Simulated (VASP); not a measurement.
# Hf (P6_3/mmc) in VASP: single point with PBE

Aim: the single point of Hf with PBE.

Program: VASP 6.6.1. These are calculated values, not measurements. Logs are shortened: lines on timing, memory, paths and dates and some standing lists are left out, and cuts for length are marked.

**1. The cell of the first run**

Symmetry: P6_3/mmc, No. 194, hexagonal system. The conventional cell has a = 3.203 Å, b = 3.203 Å, c = 5.064 Å, α = 90.00°, β = 90.00°, γ = 120.00°. Hf (site symmetry -6m2) has 12 Hf at 3.14 to 3.20 Å within 4.1 Å.

**2. Single point, PBE, non-collinear spin, zero start, spin-orbit coupling**

Contents of INCAR:

```
ALGO = Normal
EDIFF = 1E-7
ENCUT = 520
GGA = PE
GGA_COMPAT = F
ISIF = 2
ISMEAR = 0
LASPH = T
LCHARG = F
LMAXMIX = 4
LNONCOLLINEAR = T
LORBIT = 11
LORBMOM = T
LREAL = F
LSORBIT = T
LWAVE = F
MAGMOM = 0 0 0 0 0 0
NBANDS = 32
NELM = 150
PREC = Accurate
SIGMA = 0.05
```

Contents of KPOINTS:

```
k-points
0
Gamma
  16 16 8
```

Contents of POSCAR:

```
Hf
1.0
    3.2034072125      0.0000000000      0.0000000000
   -1.6017036063      2.7742320247      0.0000000000
    0.0000000000      0.0000000000      5.0636079990
Hf
2
Direct
    0.3333333333      0.6666666667      0.7500000000
    0.6666666667      0.3333333333      0.2500000000
```

Potentials or basis: VASP PAW PBE potentials, release 64 (Hf_pv).

The run is started by

```
$ cat potpaw_PBE.64/Hf_pv/POTCAR > POTCAR
$ mpirun -np 1 vasp_ncl > vasp.out
```

OUTCAR:

```text
EDIFF = 1E-7
   ENCUT = 520
   GGA = PE
   ISIF = 2
   ISMEAR = 0
   LASPH = T
   LNONCOLLINEAR = T
   LORBIT = 11
   LREAL = F
   LSORBIT = T
   NELM = 150
   PREC = Accurate

 ion  position               nearest neighbor table
   1  0.333  0.667  0.750-   2 3.14   2 3.14   2 3.14   2 3.14   2 3.14   2 3.14
   2  0.667  0.333  0.250-   1 3.14   1 3.14   1 3.14   1 3.14   1 3.14   1 3.14

  LATTYP: Found a hexagonal cell.
 ALAT       =     3.2034072125
 C/A-ratio  =     1.5806944491

  Lattice vectors:

 A1 = (   3.2034072125,   0.0000000000,   0.0000000000)
 A2 = (  -1.6017036063,   2.7742320247,   0.0000000000)
 A3 = (   0.0000000000,   0.0000000000,   5.0636079990)

Analysis of symmetry for initial positions (statically):
=====================================================================
 Subroutine PRICEL returns:
 Original cell was already a primitive cell.

 Routine SETGRP: Setting up the symmetry group for a
 hexagonal supercell.

 Subroutine GETGRP returns: Found 24 space group operations
 (whereof 12 operations were pure point group operations)
 out of a pool of 24 trial point group operations.

The static configuration has the point symmetry D_3d.
 The point group associated with its full space group is D_6h.

Analysis of symmetry for dynamics (positions and initial velocities):
=====================================================================
 Subroutine PRICEL returns:
 Original cell was already a primitive cell.

 Routine SETGRP: Setting up the symmetry group for a
 hexagonal supercell.

 Subroutine GETGRP returns: Found 24 space group operations
 (whereof 12 operations were pure point group operations)
 out of a pool of 24 trial point group operations.

The dynamic configuration has the point symmetry D_3d.
 The point group associated with its full space group is D_6h.

Analysis of structural, dynamic, and magnetic symmetry:
=====================================================================
 Subroutine PRICEL returns:
 Original cell was already a primitive cell.

 Routine SETGRP: Setting up the symmetry group for a
 hexagonal supercell.

 Subroutine GETGRP returns: Found 24 space group operations
 (whereof 12 operations were pure point group operations)
 out of a pool of 24 trial point group operations.

The overall configuration has the point symmetry D_3d.
 The point group associated with its full space group is D_6h.

 Subroutine INISYM returns: Found 24 space group operations
 (whereof 12 operations are pure point group operations),
 and found     1 'primitive' translations

----------------------------------------------------------------------------------------

                                     Primitive cell

  volume of cell :      45.0003

  direct lattice vectors                    reciprocal lattice vectors
     3.203407213  0.000000000  0.000000000     0.312167618  0.180230058  0.000000000
    -1.601703606  2.774232025  0.000000000     0.000000000  0.360460117  0.000000000
     0.000000000  0.000000000  5.063607999     0.000000000  0.000000000  0.197487641

  length of vectors
     3.203407213  3.203407213  5.063607999     0.360460117  0.360460117  0.197487641

  position of ions in fractional coordinates (direct lattice)
     0.333333333  0.666666667  0.750000000
     0.666666667  0.333333333  0.250000000

  ion indices of the primitive-cell ions
   primitive index   ion index
                 1           1
                 2           2

----------------------------------------------------------------------------------------

 KPOINTS: k-points

Automatic generation of k-mesh.
 Grid dimensions read from file:
 generate k-points for:   16   16    8

 Generating k-lattice:

  Cartesian coordinates                     Fractional coordinates (reciprocal lattice)
     0.019510476  0.011264379  0.000000000     0.062500000  0.000000000  0.000000000
[... 104 lines left out ...]

 Free energy of the ion-electron system (eV)
  ---------------------------------------------------
  ext. energy  EPLUGINS =         0.00000000
  ---------------------------------------------------
  free energy    TOTEN  =       -21.21723229 eV

  energy without entropy =      -21.21514653  energy(sigma->0) =      -21.21618941

 E-fermi :   4.8693     XC(G=0): -11.2592

 val. band max:        4.8658143394   @ k =   0.1250   0.0625   0.1250
 cond. band min:       4.8821708665   @ k =   0.3125   0.1875   0.5000
 fundamental gap:      0.0163565271
 Fermi energy:         4.8692745714

 k-point     1 :       0.0000    0.0000    0.0000
  band No.  band energies     occupation
      1     -30.4882      1.00000
      2     -30.4882      1.00000
      3     -30.2344      1.00000
      4     -30.2344      1.00000
      5     -23.8302      1.00000
      6     -23.8302      1.00000
[... 829 lines left out ...]
     31      10.6879      0.00000
     32      10.6894      0.00000

 [... further k-points ...]

------------------------ aborting loop because EDIFF is reached ----------------------------------------

  FORCE on cell =-STRESS in cart. coord.  units (eV):
  Direction    XX          YY          ZZ          XY          YZ          ZX
  --------------------------------------------------------------------------------------
  -------------------------------------------------------------------------------------
  Total       -0.1492978     -0.1492978     -0.1596799      0.0000000      0.0000000     -0.0000000
  in kB       -5.3155589     -5.3155589     -5.6852005      0.0000000      0.0000000     -0.0000000
  external PRESSURE =      -5.4387728 kB  Pullay stress =       0.0000000 kB

 VOLUME and BASIS-vectors are now :
 -----------------------------------------------------------------------------
  energy-cutoff  :      520.00
  volume of cell :       45.00
      direct lattice vectors                 reciprocal lattice vectors
     3.203407213  0.000000000  0.000000000     0.312167618  0.180230058  0.000000000
    -1.601703606  2.774232025  0.000000000     0.000000000  0.360460117  0.000000000
     0.000000000  0.000000000  5.063607999     0.000000000  0.000000000  0.197487641

 POSITION                                       TOTAL-FORCE (eV/Angst)
 -----------------------------------------------------------------------------------
     -0.00000      1.84949      3.79771         0.000000     -0.000000      0.000000
      1.60170      0.92474      1.26590        -0.000000      0.000000      0.000000
 -----------------------------------------------------------------------------------
    total drift:                               -0.000000      0.000000     -0.000000

  FREE ENERGIE OF THE ION-ELECTRON SYSTEM (eV)
  ---------------------------------------------------
  free  energy   TOTEN  =       -21.2172322930 eV

  energy  without entropy=      -21.2151465299  energy(sigma->0) =      -21.21618941

 orbital moment (x)

 # of ion     p       d       tot
 ----------------------------------------
  1        -0.000   0.000  -0.000
  2        -0.000  -0.000  -0.000
 ----------------------------------------
           -0.000   0.000  -0.000

 orbital moment (y)

 # of ion     p       d       tot
 ----------------------------------------
  1         0.000  -0.000  -0.000
  2         0.000   0.000   0.000
 ----------------------------------------
            0.000  -0.000  -0.000

 orbital moment (z)

 # of ion     p       d       tot
 ----------------------------------------
  1         0.000   0.000   0.000
  2         0.000   0.000   0.000
 ----------------------------------------
            0.000   0.000   0.000

 Spin-Orbit-Coupling matrix elements

 Ion:    1  E_soc:     -1.3541350
 l=   1
     0.0000000    -0.2173624    -0.2176180
    -0.2173624     0.0000000    -0.2173624
    -0.2176180    -0.2173624     0.0000000
 l=   2
     0.0000000    -0.0014657     0.0000000    -0.0014657    -0.0072226
    -0.0014657     0.0000000    -0.0051271    -0.0013852    -0.0014657
     0.0000000    -0.0051271     0.0000000    -0.0051271     0.0000000
    -0.0014657    -0.0013852    -0.0051271     0.0000000    -0.0014657
    -0.0072226    -0.0014657     0.0000000    -0.0014657     0.0000000
 l=   3
     0.0000000     0.0000000     0.0000000     0.0000000     0.0000000     0.0000000     0.0000000
     0.0000000     0.0000000     0.0000000     0.0000000     0.0000000     0.0000000     0.0000000
     0.0000000     0.0000000     0.0000000     0.0000000     0.0000000     0.0000000     0.0000000
     0.0000000     0.0000000     0.0000000     0.0000000     0.0000000     0.0000000     0.0000000
     0.0000000     0.0000000     0.0000000     0.0000000     0.0000000     0.0000000     0.0000000
     0.0000000     0.0000000     0.0000000     0.0000000     0.0000000     0.0000000     0.0000000
     0.0000000     0.0000000     0.0000000     0.0000000     0.0000000     0.0000000     0.0000000

 Ion:    2  E_soc:     -1.3541350
 l=   1
     0.0000000    -0.2173624    -0.2176180
    -0.2173624     0.0000000    -0.2173624
    -0.2176180    -0.2173624     0.0000000
 l=   2
     0.0000000    -0.0014657     0.0000000    -0.0014657    -0.0072226
    -0.0014657     0.0000000    -0.0051271    -0.0013852    -0.0014657
     0.0000000    -0.0051271     0.0000000    -0.0051271     0.0000000
    -0.0014657    -0.0013852    -0.0051271     0.0000000    -0.0014657
    -0.0072226    -0.0014657     0.0000000    -0.0014657     0.0000000
 l=   3
     0.0000000     0.0000000     0.0000000     0.0000000     0.0000000     0.0000000     0.0000000
     0.0000000     0.0000000     0.0000000     0.0000000     0.0000000     0.0000000     0.0000000
     0.0000000     0.0000000     0.0000000     0.0000000     0.0000000     0.0000000     0.0000000
     0.0000000     0.0000000     0.0000000     0.0000000     0.0000000     0.0000000     0.0000000
     0.0000000     0.0000000     0.0000000     0.0000000     0.0000000     0.0000000     0.0000000
     0.0000000     0.0000000     0.0000000     0.0000000     0.0000000     0.0000000     0.0000000
     0.0000000     0.0000000     0.0000000     0.0000000     0.0000000     0.0000000     0.0000000

 total charge

# of ion       s       p       d       tot
------------------------------------------
    1        0.392   6.437   1.545   8.373
    2        0.392   6.437   1.545   8.373
--------------------------------------------------
tot          0.783  12.873   3.090  16.747

 magnetization (x)

# of ion       s       p       d       tot
------------------------------------------
    1        0.000  -0.000   0.000  -0.000
    2        0.000   0.000  -0.000  -0.000
--------------------------------------------------
tot          0.000  -0.000   0.000  -0.000

 magnetization (y)

# of ion       s       p       d       tot
------------------------------------------
    1        0.000  -0.000   0.000  -0.000
    2        0.000   0.000   0.000   0.000
--------------------------------------------------
tot          0.000  -0.000   0.000  -0.000

 magnetization (z)

# of ion       s       p       d       tot
------------------------------------------
    1        0.000   0.000   0.000   0.000
    2        0.000   0.000   0.000   0.000
--------------------------------------------------
tot          0.000   0.000   0.000   0.000
```

Run time: 9.2 min. Hardware: 1 thread of Intel Xeon 8259CL, shared host; peak memory 0.45 GiB.

What came out:

```yaml
Free_energy: -21.2172 eV
Pressure: -0.5 GPa
Net_moment: 0.00 μB per cell
Valence_electrons_inside_the_program's_atomic_spheres: Hf 8.37
```

Moments on the atoms (μB; x, y, z):
```
Hf  0.00 0.00 0.00
Hf  0.00 0.00 0.00
```
